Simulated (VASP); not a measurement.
The system is Rh.

```xyz
2
Lattice="2.8298 0.0000 0.0000 -1.4149 2.4506 0.0000 0.0000 0.0000 4.5539" Properties=species:S:1:pos:R:3 pbc="T T T"
Rh    1.4149    0.8169    3.4154
Rh    0.0000    1.6338    1.1385
```

This isn't the form of Rh at room conditions, which is fcc.

Base run:

- Program: VASP 6.6.1
- Functional: PBE
- Potentials or basis: VASP PAW PBE potentials, release 64 (Rh_pv)
- Cutoff: 500 eV
- k mesh: 21 × 21 × 12
- Occupations: gaussian, width 0.15 eV
- Spin: collinear spin, ferromagnetic start
- Starting moments: [0.5, 0.5] μB
- Fixed moment: 1 μB

Its results: pressure -20.1 GPa; site moments Rh +0.51 μB.

The run is repeated on the same cell with these changes: fixed moment from 1 μB to 0.5 μB; moments at the start from [0.5, 0.5] to [0.25, 0.25]. What comes out?

Pressure -21.0 GPa; site moments Rh +0.25 μB.

Caveats: the cell stands under tension; the total moment is fixed, so each spin has its own Fermi level and the state may be an excited one.
